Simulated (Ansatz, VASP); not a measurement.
# One calculation of CuI, two programs

```
CELL_PARAMETERS angstrom
0.00000 3.05925 3.05925
3.05925 0.00000 3.05925
3.05925 3.05925 0.00000
ATOMIC_POSITIONS crystal
Cu 0.25000 0.25000 0.25000
I 0.00000 0.00000 0.00000
```

Alike in both runs: functional PBE; k mesh 12 × 12 × 12; occupations fermi-dirac, width 0.05 eV; no spin polarisation.

Ansatz relaxed the structure, and its values are those at the end. VASP's run is a single point on that final structure, the one shown.

|  | VASP | Ansatz |
| --- | --- | --- |
| version | VASP 6.6.1 | Ansatz 0.2.0 |
| potentials or method | VASP PAW PBE potentials, release 64 (Cu, I), cutoff 520 eV | all-electron LAPW, non-relativistic |

Ansatz gave:

- gap on the k mesh at the Fermi level (eV): 2.02
- pressure (GPa): 0.0

Estimate VASP's values.

gap on the k mesh at the Fermi level (eV): 1.07; pressure (GPa): -0.7.

One of these differences is far larger than is usual between the two programs; its cause wasn't traced. Ansatz ran all-electron here, and VASP with PAW potentials.

Neither program's run includes spin-orbit coupling.
